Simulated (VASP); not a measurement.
**Sn: single point with LDA**

The system is Sn.

```
Sn
1.0
    -1.72654    1.77555   -2.33834
    -1.72654   -1.77555    2.33834
    -1.43878   10.35736    5.06641
Sn
4
Direct
  0.70833 0.56250 0.87500
  0.20833 0.68750 0.12500
  0.37500 0.31250 0.37500
  0.54167 0.93750 0.62500
```

This cell differs from its parent crystal: the part above a cut slid along it.

```yaml
Program: VASP 6.6.1
Task: single point
Functional: LDA
Potentials_or_basis: VASP PAW LDA potentials, release 64 (Sn_d)
Cutoff: 520 eV
k_mesh: 16 × 16 × 4
Occupations: gaussian, width 0.15 eV
Spin: no spin polarisation
```

- Pressure: -4.8 GPa
- Largest force: 0.158 eV/Å
- Band gap on the k mesh: zero (bands 28 and 29 overlap by 7.15 eV)

Forces in eV/Å, atoms in the order of the input:
```
Sn  -0.011 -0.099 -0.122
Sn   0.011  0.099  0.122
Sn   0.000  0.011  0.027
Sn   0.000 -0.011 -0.027
```

Stress tensor (GPa, compression positive):
```
-4.76 -0.07  0.11
-0.07 -5.05  0.20
 0.11  0.20 -4.45
```

Levels at points of the mesh, in eV from the Fermi level:
```tsv
k point	band 26	band 27	band 28	band 29	band 30	band 31
(0.00, 0.00, 0.00)	0.73	0.77	5.32	5.68	5.75	6.23
(0.50, 0.00, 0.00)	-3.32	-2.96	-2.67	0.77	1.88	1.98
(0.00, 0.50, 0.00)	-3.91	-2.23	-1.68	-0.52	0.63	2.50
(0.50, 0.50, 0.00)	-3.29	-2.55	-2.42	1.08	1.20	1.69
(0.00, 0.00, 0.50)	-2.48	4.42	4.48	5.30	5.66	6.02
(0.50, 0.00, 0.50)	-3.83	-2.20	-1.79	-0.32	0.60	2.44
(0.00, 0.50, 0.50)	-3.23	-2.91	-2.67	0.81	1.65	1.92
(0.50, 0.50, 0.50)	-3.71	-2.29	-1.97	0.11	0.62	1.86
```

Run time: 16 min on 4 MPI ranks on Oxide Virtual Turin-like Processor (shared host), peak memory 1.3 GiB a rank.

Caveat: the cell differs from its parent crystal (the part above a cut slid along it); the cell stands under tension; spin-orbit coupling is left out, which moves the levels of the heavy elements.
